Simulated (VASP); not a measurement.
# SrO (Fm-3m) in VASP: a series of runs

The runs below take SrO through single point, relaxation of cell and atoms, with PBE.

All numbers are computed with VASP 6.6.1; they aren't measurements. Logs are shortened: lines on timing, memory, paths and dates and some standing lists are left out, and cuts for length are marked.

**1. The cell of the first run**

It takes space group Fm-3m (No. 225, cubic). Conventional cell: a = 5.195 Å, b = 5.195 Å, c = 5.195 Å, α = 90.00°, β = 90.00°, γ = 90.00°. Within 3.4 Å of Sr (site symmetry m-3m) lie 6 O at 2.60 Å. O (site symmetry m-3m) has 6 Sr at 2.60 Å within 3.4 Å.

**2. Single point, PBE**

INCAR reads:

```
SYSTEM = SrO
  ALGO = Normal
  EDIFF = 1E-6
  ENCUT = 600
  GGA = PE
  GGA_COMPAT = .False.
  ISIF = 2
  ISMEAR = 1
  LASPH = .True.
  LCHARG = .True.
  LELF = .True.
  LREAL = .False.
  LVHAR = .True.
  LWAVE = .False.
  NBANDS = 15
  NELM = 120
  PREC = Accurate
  SIGMA = 0.02
```

KPOINTS reads:

```
k-points
0
Gamma
  8 8 8
  0 0 0
```

POSCAR reads:

```
SrO
1.0
    0.0000000000      2.5974494708      2.5974494708
    2.5974494708      0.0000000000      2.5974494708
    2.5974494708      2.5974494708      0.0000000000
Sr O
1 1
Direct
    0.0000000000      0.0000000000      0.0000000000
    0.5000000000      0.5000000000      0.5000000000
```

Potentials or basis: VASP PAW PBE potentials, release 64 (Sr_sv, O).

Run with:

```
$ cat potpaw_PBE.64/Sr_sv/POTCAR potpaw_PBE.64/O/POTCAR > POTCAR
$ mpirun -np 1 vasp_std > vasp.out
```

OUTCAR:

```text
SYSTEM = SrO
   EDIFF = 1E-6
   ENCUT = 600
   GGA = PE
   ISIF = 2
   ISMEAR = 1
   LASPH = .True.
   LREAL = .False.
   NELM = 120
   PREC = Accurate

 ion  position               nearest neighbor table
   1  0.000  0.000  0.000-   2 2.60   2 2.60   2 2.60   2 2.60   2 2.60   2 2.60
   2  0.500  0.500  0.500-   1 2.60   1 2.60   1 2.60   1 2.60   1 2.60   1 2.60

  LATTYP: Found a face centered cubic cell.
 ALAT       =     5.1948989416

  Lattice vectors:

 A1 = (   0.0000000000,   2.5974494708,   2.5974494708)
 A2 = (   2.5974494708,   0.0000000000,   2.5974494708)
 A3 = (   2.5974494708,   2.5974494708,   0.0000000000)

Analysis of symmetry for initial positions (statically):
=====================================================================
 Subroutine PRICEL returns:
 Original cell was already a primitive cell.

 Routine SETGRP: Setting up the symmetry group for a
 face centered cubic supercell.

 Subroutine GETGRP returns: Found 48 space group operations
 (whereof 48 operations were pure point group operations)
 out of a pool of 48 trial point group operations.

The static configuration has the point symmetry O_h .

Analysis of symmetry for dynamics (positions and initial velocities):
=====================================================================
 Subroutine PRICEL returns:
 Original cell was already a primitive cell.

 Routine SETGRP: Setting up the symmetry group for a
 face centered cubic supercell.

 Subroutine GETGRP returns: Found 48 space group operations
 (whereof 48 operations were pure point group operations)
 out of a pool of 48 trial point group operations.

The dynamic configuration has the point symmetry O_h .

 Subroutine INISYM returns: Found 48 space group operations
 (whereof 48 operations are pure point group operations),
 and found     1 'primitive' translations

----------------------------------------------------------------------------------------

                                     Primitive cell

  volume of cell :      35.0487

  direct lattice vectors                    reciprocal lattice vectors
     0.000000000  2.597449471  2.597449471    -0.192496526  0.192496526  0.192496526
     2.597449471  0.000000000  2.597449471     0.192496526 -0.192496526  0.192496526
     2.597449471  2.597449471  0.000000000     0.192496526  0.192496526 -0.192496526

  length of vectors
     3.673348269  3.673348269  3.673348269     0.333413764  0.333413764  0.333413764

  position of ions in fractional coordinates (direct lattice)
     0.000000000  0.000000000  0.000000000
[... 91 lines left out ...]
   EMIN   =  10.00;   EMAX   =-10.00  energy-range for DOS
   EFERMI =   0.00;   METHOD = LEGACY
   ISMEAR =     1;   SIGMA  =   0.02  broadening in eV -4-tet -1-fermi 0-gaus
   EFERMI_NEDOS =   21; number of points for ismear=-14 and -15
   IALGO  =     38    algorithm
   IMIX   =      4    mixing-type and parameters
     AMIX     =   0.40;   BMIX     =  1.00
     AMIX_MAG =   1.60;   BMIX_MAG =  1.00
  volume/ion in A,a.u.               =      17.52       118.26
  Fermi-wavevector in a.u.,A,eV,Ry     =   1.260543  2.382081 21.619236  1.588969
  Thomas-Fermi vector in A             =   2.394047
   LORBIT       =      0    0 simple, 1 ext, 2 COOP (PROOUT), +10 PAW based schemes
   GGA     = PE    functional components
   LHFCALC =     F    Hartree Fock is set to
   AEXX    =    0.0000 exact exchange contribution
   IVDW    =     0    specifies the selected vdW correction
   LEPSILON=     F    determine dielectric tensor
   LRPA    =     F    only Hartree local field effects (RPA)
 non-spin polarized calculation
 Methfessel and Paxton  Order N= 1 SIGMA  =   0.02
  energy-cutoff  :      600.00
  volume of cell :       35.05
 maximum number of plane-waves:      1211
 NGX is ok and might be reduce to    30
   NGX = 15   NGY = 15   NGZ = 15

 number of electron      16.0000000 magnetization

 Free energy of the ion-electron system (eV)
  ---------------------------------------------------
  ext. energy  EPLUGINS =         0.00000000
  ---------------------------------------------------
  free energy    TOTEN  =       -12.05627756 eV

  energy without entropy =      -12.05628435  energy(sigma->0) =      -12.05627982

 E-fermi :   1.5363     XC(G=0):  -9.8820

 val. band max:        1.5195028147   @ k =   0.0000   0.0000   0.0000
 cond. band min:       4.8010602343   @ k =   0.5000   0.5000   0.0000
 fundamental gap:      3.2815574197
 Fermi energy:         1.5363403001

 k-point     1 :       0.0000    0.0000    0.0000
  band No.  band energies     occupation
      1     -30.9781      2.00000
      2     -13.5318      2.00000
      3     -12.6463      2.00000
      4     -12.6463      2.00000
      5     -12.6463      2.00000
      6       1.5195      2.00000
      7       1.5195      2.00000
      8       1.5195      2.00000
      9       5.2878      0.00000
     10       7.6624      0.00000
     11       7.6624      0.00000
     12       7.6624      0.00000
     13       9.7613      0.00000
     14       9.7613      0.00000
[... 401 lines left out ...]
      2     -14.7028      2.00000
      3     -12.9970      2.00000
      4     -12.8524      2.00000
      5     -11.8019      2.00000
      6      -0.0183      2.00000
      7       0.6844      2.00000
      8       0.7481      2.00000
      9       7.7752      0.00000
     10       8.1300      0.00000
     11      10.5713      0.00000
     12      10.8193      0.00000
     13      12.8279      0.00000
     14      14.1262      0.00000
     15      14.4947      0.00000

 [... further k-points ...]

------------------------ aborting loop because EDIFF is reached ----------------------------------------

  FORCE on cell =-STRESS in cart. coord.  units (eV):
  Direction    XX          YY          ZZ          XY          YZ          ZX
  --------------------------------------------------------------------------------------
  -------------------------------------------------------------------------------------
  Total        0.0934436      0.0934436      0.0934436      0.0000000      0.0000000      0.0000000
  in kB        4.2715848      4.2715848      4.2715848      0.0000000      0.0000000      0.0000000
  external PRESSURE =       4.2715848 kB  Pullay stress =       0.0000000 kB

 VOLUME and BASIS-vectors are now :
 -----------------------------------------------------------------------------
  energy-cutoff  :      600.00
  volume of cell :       35.05
      direct lattice vectors                 reciprocal lattice vectors
     0.000000000  2.597449471  2.597449471    -0.192496526  0.192496526  0.192496526
     2.597449471  0.000000000  2.597449471     0.192496526 -0.192496526  0.192496526
     2.597449471  2.597449471  0.000000000     0.192496526  0.192496526 -0.192496526

 POSITION                                       TOTAL-FORCE (eV/Angst)
 -----------------------------------------------------------------------------------
      0.00000      0.00000      0.00000         0.000000      0.000000      0.000000
      2.59745      2.59745      2.59745        -0.000000     -0.000000     -0.000000
 -----------------------------------------------------------------------------------
    total drift:                                0.000000      0.000000      0.000000

  FREE ENERGIE OF THE ION-ELECTRON SYSTEM (eV)
  ---------------------------------------------------
  free  energy   TOTEN  =       -12.0562775588 eV

  energy  without entropy=      -12.0562843533  energy(sigma->0) =      -12.05627982
```

OSZICAR:

```text
N       E                     dE             d eps       ncg     rms          rms(c)
DAV:   1     0.776934740617E+02    0.77693E+02   -0.92893E+03   870   0.117E+03
DAV:   2    -0.105237666758E+02   -0.88217E+02   -0.79688E+02  1201   0.237E+02
DAV:   3    -0.141840055250E+02   -0.36602E+01   -0.36396E+01  1175   0.430E+01
DAV:   4    -0.142519341775E+02   -0.67929E-01   -0.67921E-01  1029   0.564E+00
DAV:   5    -0.142541023305E+02   -0.21682E-02   -0.21681E-02  1128   0.717E-01    0.156E+01
DAV:   6    -0.122161795153E+02    0.20379E+01   -0.67921E+00   884   0.193E+01    0.183E+01
DAV:   7    -0.120658004420E+02    0.15038E+00   -0.32075E-01   996   0.499E+00    0.106E+01
DAV:   8    -0.120544936899E+02    0.11307E-01   -0.12324E-01  1094   0.353E+00    0.382E-01
DAV:   9    -0.120556525687E+02   -0.11589E-02   -0.61543E-03  1063   0.502E-01    0.236E-01
DAV:  10    -0.120561031078E+02   -0.45054E-03   -0.45407E-04   975   0.204E-01    0.915E-02
DAV:  11    -0.120562587415E+02   -0.15563E-03   -0.16171E-04   905   0.950E-02    0.280E-02
DAV:  12    -0.120562775794E+02   -0.18838E-04   -0.28930E-05   933   0.397E-02    0.257E-02
DAV:  13    -0.120562775588E+02    0.20570E-07   -0.18468E-06   996   0.119E-02
   1 F= -.12056278E+02 E0= -.12056280E+02  d E =0.679445E-05
```

Run time: 35 s. Hardware: 1 thread of Intel Xeon 8259CL, shared host; peak memory 0.18 GiB.

Results:

| Item | Value |
| --- | --- |
| Free energy | -12.0563 eV |
| Pressure | 0.4 GPa |
| Band gap on the k mesh | 3.28 eV (least direct gap 3.39 eV) |

A k mesh can miss the band edges.

**3. Relaxation of cell and atoms, PBE**

This run uses another cell than the first one, of 16.88 Å³/atom.

INCAR reads:

```
SYSTEM = SrO
PREC     = Accurate       ! precision mode
ENCUT    = 600            ! plane-wave cutoff, eV
EDIFF    = 1E-7           ! SCF threshold, eV
ISMEAR   = 1              ! smearing method
SIGMA    = 0.02           ! smearing width, eV
LREAL    = .False.        ! projectors in reciprocal space
LASPH    = .True.         ! aspherical terms in the spheres
NELM     = 120            ! most SCF steps
ALGO     = Normal         ! electronic algorithm
ISIF     = 3              ! what is computed and relaxed
LWAVE    = .False.        ! write WAVECAR
LCHARG   = .False.        ! write CHGCAR
GGA      = PE             ! functional
IBRION   = 2              ! ionic algorithm
NSW      = 60             ! ionic steps
EDIFFG   = -0.02          ! ionic threshold
GGA_COMPAT= .False.      
NELMIN   = 4
```

KPOINTS reads:

```
regular mesh
0
Gamma
  8 8 8
  0 0 0
```

POSCAR reads:

```
SrO
1.0
    0.0000000000      2.5650000000      2.5650000000
    2.5650000000      0.0000000000      2.5650000000
    2.5650000000      2.5650000000      0.0000000000
Sr O
1 1
Direct
    0.0000000000      0.0000000000      0.0000000000
    0.5000000000      0.5000000000      0.5000000000
```

Potentials or basis: VASP PAW PBE potentials, release 64 (Sr_sv, O).

Run with:

```
$ cat potpaw_PBE.64/Sr_sv/POTCAR potpaw_PBE.64/O/POTCAR > POTCAR
$ mpirun -np 1 vasp_std > vasp.out
```

OUTCAR:

```text
SYSTEM = SrO
   PREC = Accurate
   ENCUT = 600
   EDIFF = 1E-7
   ISMEAR = 1
   LREAL = .False.
   LASPH = .True.
   NELM = 120
   ISIF = 3
   GGA = PE
   IBRION = 2
   NSW = 60
   EDIFFG = -0.02
   NELMIN = 4

 ion  position               nearest neighbor table
   1  0.000  0.000  0.000-   2 2.56   2 2.56   2 2.56   2 2.56   2 2.56   2 2.56
   2  0.500  0.500  0.500-   1 2.56   1 2.56   1 2.56   1 2.56   1 2.56   1 2.56

  LATTYP: Found a face centered cubic cell.
 ALAT       =     5.1300000000

  Lattice vectors:

 A1 = (   0.0000000000,   2.5650000000,   2.5650000000)
 A2 = (   2.5650000000,   0.0000000000,   2.5650000000)
 A3 = (   2.5650000000,   2.5650000000,   0.0000000000)

Analysis of symmetry for initial positions (statically):
=====================================================================
 Subroutine PRICEL returns:
 Original cell was already a primitive cell.

 Routine SETGRP: Setting up the symmetry group for a
 face centered cubic supercell.

 Subroutine GETGRP returns: Found 48 space group operations
 (whereof 48 operations were pure point group operations)
 out of a pool of 48 trial point group operations.

The static configuration has the point symmetry O_h .

Analysis of symmetry for dynamics (positions and initial velocities):
=====================================================================
 Subroutine PRICEL returns:
 Original cell was already a primitive cell.

[... 152 lines left out ...]
  ---------------------------------------------------
  ext. energy  EPLUGINS =         0.00000000
  ---------------------------------------------------
  free energy    TOTEN  =       -12.03736786 eV

  energy without entropy =      -12.03737465  energy(sigma->0) =      -12.03737012

 E-fermi :   1.7123     XC(G=0): -10.0592

 val. band max:        1.6954866797   @ k =   0.0000   0.0000   0.0000
 cond. band min:       4.9573813651   @ k =   0.5000   0.5000   0.0000
 fundamental gap:      3.2618946854
 Fermi energy:         1.7123242507

 k-point     1 :       0.0000    0.0000    0.0000
  band No.  band energies     occupation
      1     -30.6683      2.00000
      2     -13.4035      2.00000
      3     -12.2988      2.00000
      4     -12.2988      2.00000
      5     -12.2988      2.00000
      6       1.6955      2.00000
      7       1.6955      2.00000
      8       1.6955      2.00000
      9       5.7301      0.00000
     10       7.9225      0.00000
     11       7.9225      0.00000
     12       7.9225      0.00000
[... 416 lines left out ...]
--------------------------------------- Ionic step        3  -------------------------------------------

 number of electron      16.0000001 magnetization

 Free energy of the ion-electron system (eV)
  ---------------------------------------------------
  ext. energy  EPLUGINS =         0.00000000
  ---------------------------------------------------
  free energy    TOTEN  =       -12.05508400 eV

  energy without entropy =      -12.05509080  energy(sigma->0) =      -12.05508627

 E-fermi :   1.5134     XC(G=0):  -9.8576

 val. band max:        1.4965232935   @ k =   0.0000   0.0000   0.0000
 cond. band min:       4.7797850275   @ k =   0.5000   0.5000   0.0000
 fundamental gap:      3.2832617340
 Fermi energy:         1.5133608334

 k-point     1 :       0.0000    0.0000    0.0000
  band No.  band energies     occupation
      1     -31.0208      2.00000
      2     -13.5485      2.00000
      3     -12.6937      2.00000
      4     -12.6937      2.00000
      5     -12.6937      2.00000
      6       1.4965      2.00000
      7       1.4965      2.00000
      8       1.4965      2.00000
      9       5.2284      0.00000
     10       7.6268      0.00000
     11       7.6268      0.00000
     12       7.6268      0.00000
[... 374 lines left out ...]
  FREE ENERGIE OF THE ION-ELECTRON SYSTEM (eV)
  ---------------------------------------------------
  free  energy   TOTEN  =       -12.0550840019 eV

  energy  without entropy=      -12.0550907964  energy(sigma->0) =      -12.05508627

 reached required accuracy - stopping structural energy minimisation
```

Run time: 79 s. Hardware: 1 thread of Intel Xeon 8259CL, shared host; peak memory 0.18 GiB.

What came out:

| Quantity | Value |
| --- | --- |
| Free energy | -12.0551 eV |
| Relaxed volume | 17.62 Å³/atom |
| Relaxed cell | a = 3.680 Å, b = 3.680 Å, c = 3.680 Å, α = 60.00°, β = 60.00°, γ = 60.00° |
| Space group after relaxing (to 0.1 Å) | Fm-3m (No. 225) |
| Energy gained by relaxing | 8.9 meV/atom |
| Ionic steps | 3 |
| Pressure after relaxing | 0.0 GPa |
| Band gap on the k mesh | 3.28 eV (least direct gap 3.39 eV) |

Step by step:
| step | energy change (eV) | largest force (eV/Å) | pressure (GPa) | volume (Å³) |
| --- | --- | --- | --- | --- |
| 1 | 0.0000 | 0.0000 | 3.98 | 33.75 |
| 2 | -0.0150 | 0.0000 | -1.38 | 35.84 |
| 3 | -0.0177 | 0.0000 | 0.01 | 35.23 |

Final structure:
```
Sr O
1.0
     0.00000    2.60198    2.60198
     2.60198    0.00000    2.60198
     2.60198    2.60198    0.00000
Sr O
1 1
Direct
  0.00000 0.00000 0.00000
  0.50000 0.50000 0.50000
```

Levels at points of the mesh, in eV from the valence-band top:
```
           k point  band 4  band 5  band 6  band 7  band 8  band 9  band 10  band 11  band 12
(0.00, 0.00, 0.00)  -14.19  -14.19    0.00    0.00    0.00    3.73     6.13     6.13     6.13
(0.50, 0.00, 0.00)  -14.27  -13.01   -2.10   -1.07   -1.07    6.40     8.17     8.64     8.64
(0.50, 0.50, 0.00)  -14.52  -14.52   -0.49   -0.11   -0.11    3.28     7.54     9.94    10.06
```

A k mesh can miss the band edges.
